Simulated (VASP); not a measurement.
Runs of VASP 6.6.1 on TaC. The structure is that of space group Fm-3m (No. 225), or close to it. The cells are those of the table. 

```csv
cell,gap on the mesh (eV),pressure (GPa)
"a = 3.245 Å, angles 60.0°, 2 atoms",none,-26.3
"a = 3.063 Å, angles 60.0°, 2 atoms",none,31.6
"a = 3.221 Å, angles 60.0°, 2 atoms",none,(b)
"a = 3.035 Å, angles 60.0°, 2 atoms",none,(c)
"a = 3.117 Å, angles 60.0°, 2 atoms",none,9.4
"a = 3.091 Å, angles 60.0°, 2 atoms",none,19.8
"a = 3.144 Å, angles 60.0°, 2 atoms",none,0.3
"a = 3.170 Å, angles 60.0°, 2 atoms",none,(a)
"a = 3.195 Å, angles 60.0°, 2 atoms",none,-14.7
```

Alike in all rows: task single point; level PBE+D3(BJ); potentials or basis VASP PAW PBE potentials, release 64 (Ta_pv, C); no spin polarisation; k mesh 11 × 11 × 11; cutoff (eV) 600; smearing methfessel-paxton 0.15 eV.

Task: Fill in the values left out.

Result: (a) -7.7; (b) -20.9; (c) 45.1.

Caveats: spin-orbit coupling is left out, which moves the levels of the heavy elements; pairwise dispersion overbinds metals, which lowers pressure and volume.

A k mesh can miss the band edges, and the runs leave out spin-orbit coupling on Ta.

A gap of «none» marks levels without a gap at the run's occupations.
